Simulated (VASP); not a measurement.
## Al: density of states with LDA

The system is Al.

```
Al
1.0
     0.00000    2.57815    2.57815
     2.57815    0.00000    2.57815
     2.57815    2.57815    0.00000
Al
2
Direct
  0.87500 0.87500 0.87500
  0.12500 0.12500 0.12500
```

This cell differs from its parent crystal: volume scaled by 0.65.

```yaml
Program: VASP 6.6.1
Task: density of states
Functional: LDA
Potentials_or_basis: VASP PAW LDA potentials, release 64 (Al)
Cutoff: 520 eV
k_mesh: 12 × 12 × 12
Occupations: fermi-dirac, width 0.08 eV
Spin: no spin polarisation
Dipole_correction: no
k_mesh_for_the_DOS: 18 × 18 × 18
Occupations_for_the_DOS: tetrahedron
Further_INCAR_settings: ALGO = Normal; EDIFF = 1e-06
```

| Quantity | Value |
| --- | --- |
| Valence electrons inside the program's atomic spheres | Al 1.03 |

Levels at points of the mesh, in eV from the Fermi level:
| k point | band 1 | band 2 | band 3 | band 4 | band 5 | band 6 | band 7 |
| --- | --- | --- | --- | --- | --- | --- | --- |
| (0.00, 0.00, 0.00) | -10.26 | 3.11 | 3.11 | 3.11 | 4.90 | 4.90 | 4.90 |
| (0.50, 0.00, 0.00) | -7.00 | -5.41 | 1.79 | 1.79 | 4.77 | 4.77 | 5.39 |
| (0.50, 0.50, 0.00) | -5.13 | -5.13 | -0.57 | -0.57 | 1.92 | 1.92 | 13.11 |

Wall time 30 s on 1 thread of Intel(R) Xeon(R) Platinum 8488C (Sapphire Rapids), on a shared host, peak memory 0.15 GiB.
